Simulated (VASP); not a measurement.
Write the native input for VASP 6.6.1 that does the following.

```
Task                   : single point
Functional             : r2SCAN
Potentials or basis    : VASP PAW PBE potentials, release 64 (Ti_sv, C_h)
Cutoff                 : 910 eV
k mesh                 : 11 × 11 × 11
Occupations            : fermi-dirac, width 0.05 eV
Spin                   : no spin polarisation
Dipole correction      : no
Second run             : hard_potentials
Further INCAR settings : ALGO = Normal; EDIFF = 1e-06; NBANDS = 15
```

TiC:

```
Ti C
1.0
     0.00000    2.13645    2.13645
     2.13645    0.00000    2.13645
     2.13645    2.13645    0.00000
Ti C
1 1
Direct
  0.00000 0.00000 0.00000
  0.50000 0.50000 0.50000
```

One way to write it, as run:

POSCAR

```
TiC
1.0
    0.0000000000      2.1364487848      2.1364487848
    2.1364487848      0.0000000000      2.1364487848
    2.1364487848      2.1364487848      0.0000000000
Ti C
1 1
Direct
    0.0000000000      0.0000000000      0.0000000000
    0.5000000000      0.5000000000      0.5000000000
```

INCAR.step1

```
  PREC = Accurate
  ENCUT = 910
  ISMEAR = -1
  SIGMA = 0.05
  LREAL = F
  LASPH = T
  NELM = 120
  NBANDS = 15
  GGA = PE
  ALGO = Normal
  EDIFF = 1E-5
  LWAVE = T
  LCHARG = F
  GGA_COMPAT = F
```

INCAR.step2

```
  PREC = Accurate
  ENCUT = 910
  EDIFF = 1E-6
  ISMEAR = -1
  SIGMA = 0.05
  LREAL = F
  LASPH = T
  NELM = 120
  ALGO = Normal
  ISIF = 2
  LWAVE = F
  LCHARG = F
  METAGGA = R2SCAN
  LMIXTAU = T
  NBANDS = 15
  ISTART = 1
  GGA_COMPAT = F
```

KPOINTS

```
regular mesh
0
Gamma
  11 11 11
```

Potentials or basis: VASP PAW PBE potentials, release 64 (Ti_sv, C_h).

Command:

```console
$ cat potpaw_PBE.64/Ti_sv/POTCAR potpaw_PBE.64/C_h/POTCAR > POTCAR
$ cp INCAR.step1 INCAR
$ mpirun -np 1 vasp_std > vasp.out
$ cp INCAR.step2 INCAR
$ mpirun -np 1 vasp_std > vasp.out
```

It gave:

```
Pressure               : 11.8 GPa
Band gap on the k mesh : zero (band 8 reaches 11.21 eV, above the bottom of band 9 at 9.86 eV)
```

Caveat: the cutoff is under 1.25 times the usual one of these potentials, so pressure, stress and relaxed cells hold a basis-set (Pulay) error; the PAW data sets were made with another functional, which shifts forces and pressure a little.

Wall time 70 s on 1 thread of Intel(R) Xeon(R) 6975P-C (Granite Rapids), on a shared host, peak memory 0.19 GiB.
